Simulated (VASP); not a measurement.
Input of a VASP 6.6.1 run:

File INCAR:

```
  PREC = Accurate
  ENCUT = 520
  EDIFF = 1E-6
  ISMEAR = 0
  SIGMA = 0.01
  LREAL = False
  LASPH = True
  NELM = 80
  ALGO = Normal
  ISIF = 2
  LWAVE = False
  LCHARG = True
  LELF = True
  LVHAR = True
  NBANDS = 28
```

The input KPOINTS:

```
Automatic mesh
0
Gamma
  10 10 8
```

POSCAR

```
SnO
1.0
    3.7684145659      0.0000000000      0.0000000000
    0.0000000000      3.7684145659      0.0000000000
    0.0000000000      0.0000000000      4.6608438525
Sn O
2 2
Direct
    0.5000000000      0.0000000000      0.2454391878
    0.0000000000      0.5000000000      0.7545608122
    0.0000000000      0.0000000000      0.0000000000
    0.5000000000      0.5000000000      0.0000000000
```

Potentials or basis: VASP PAW LDA potentials, release 64 (Sn_d, O).

Launch:

```console
$ cat potpaw_LDA.64/Sn_d/POTCAR potpaw_LDA.64/O/POTCAR > POTCAR
$ mpirun -np 1 vasp_std > vasp.out
```

Q: Estimate the pressure.

A: 0.3 GPa.

Q: Estimate the largest force.

A: 0.108 eV/Å.

Forces on the atoms (eV/Å):
```
Sn   0.000  0.000  0.108
Sn   0.000  0.000 -0.108
O    0.000  0.000  0.000
O    0.000  0.000  0.000
```
